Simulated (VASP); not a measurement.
Wanted: the native input for a VASP 6.6.1 run.

```yaml
Task: single point
Functional: PBE
Potentials_or_basis: VASP PAW PBE potentials, release 64 (Ta_pv, Ru_pv)
Cutoff: 520 eV
k_mesh: 4 × 4 × 4
Occupations: gaussian, width 0.1 eV
Spin: no spin polarisation
Dipole_correction: no
Further_INCAR_settings: ALGO = Normal; EDIFF = 1e-07; NBANDS = 45
```

The structure of Ta2Ru lies in POSCAR:

```
Ta2Ru
1.0
    0.0000000000      3.6018543706      3.6018543706
    3.6018543706      0.0000000000      3.6018543706
    3.6018543706      3.6018543706      0.0000000000
Ta Ru
4 2
Direct
    0.6250000000      0.6250000000      0.6250000000
    0.1250000000      0.6250000000      0.6250000000
    0.6250000000      0.6250000000      0.1250000000
    0.6250000000      0.1250000000      0.6250000000
    0.0000000000      0.0000000000      0.0000000000
    0.2500000000      0.2500000000      0.2500000000
```

These files were run (other wordings do the same):

INCAR

```
SYSTEM = Ta2Ru
PREC = Accurate ; ENCUT = 520
EDIFF = 1E-7 ; ISMEAR = 0
SIGMA = 0.1 ; LREAL = .False.
LASPH = .True. ; NELM = 80
ALGO = Normal ; ISIF = 2
LWAVE = .False. ; LCHARG = .True.
GGA = PE ; LELF = .True.
LVHAR = .True. ; NBANDS = 45
```

KPOINTS

```
regular mesh
0
Gamma
  4 4 4
  0 0 0
```

Potentials or basis: VASP PAW PBE potentials, release 64 (Ta_pv, Ru_pv).

Launch:

```sh
$ cat potpaw_PBE.64/Ta_pv/POTCAR potpaw_PBE.64/Ru_pv/POTCAR > POTCAR
$ mpirun -np 1 vasp_std > vasp.out
```

It gave:

```json
{
  "Pressure": "29.2 GPa",
  "Band gap on the k mesh": "zero (band 36 reaches 7.80 eV, above the bottom of band 37 at 7.77 eV)"
}
```

Caveat: the k points lie up to 0.38 Å⁻¹ apart; spin-orbit coupling is left out, which moves the levels of the heavy elements.

It took 34 s on 1 thread of Intel(R) Xeon(R) 6975P-C (Granite Rapids), with other jobs on the host, peak memory 0.24 GiB.
